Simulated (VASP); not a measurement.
Wanted: the native input for a VASP 6.6.1 run.

* Task: single point
* Functional: PBE
* Potentials or basis: VASP PAW PBE potentials, release 64 (Al, Os)
* Cutoff: 520 eV
* k mesh: 6 × 6 × 6
* Occupations: gaussian, width 0.1 eV
* Spin: no spin polarisation
* Dipole correction: no
* Further INCAR settings: ALGO = Fast; EDIFF = 1e-06; NBANDS = 16

The structure of Al3Os lies in POSCAR:

```
Al3Os
1.0
    3.8355456404      0.0000000000      0.0000000000
    0.0000000000      3.8355456404      0.0000000000
    0.0000000000      0.0000000000      3.7961215846
Al Os
3 1
Direct
    0.0000000000      0.5000000000      0.5000000000
    0.5000000000      0.0000000000      0.5000000000
    0.5000000000      0.5000000000      0.0000000000
    0.0000000000      0.0000000000      0.0000000000
```

These files were run (other wordings do the same):

INCAR

```
ALGO     = Fast           # electronic algorithm
EDIFF    = 1E-6           # SCF threshold, eV
ENCUT    = 520            # plane-wave cutoff, eV
GGA      = PE             # functional
ISIF     = 2              # what is computed and relaxed
ISMEAR   = 0              # smearing method
LASPH    = True           # aspherical terms in the spheres
LCHARG   = False          # write CHGCAR
LREAL    = False          # projectors in reciprocal space
LWAVE    = False          # write WAVECAR
NBANDS   = 16             # bands
NELM     = 100            # most SCF steps
PREC     = Accurate       # precision mode
SIGMA    = 0.1            # smearing width, eV
```

KPOINTS

```
k-points
0
Gamma
  6 6 6
```

Potentials or basis: VASP PAW PBE potentials, release 64 (Al, Os).

Launch:

```bash
$ cat potpaw_PBE.64/Al/POTCAR potpaw_PBE.64/Os/POTCAR > POTCAR
$ mpirun -np 1 vasp_std > vasp.out
```

Results of the run:

```json
{"Pressure": "6.8 GPa"}
```

Run time: 52 s on 1 thread of Intel Xeon 8259CL (shared host), peak memory 0.18 GiB.
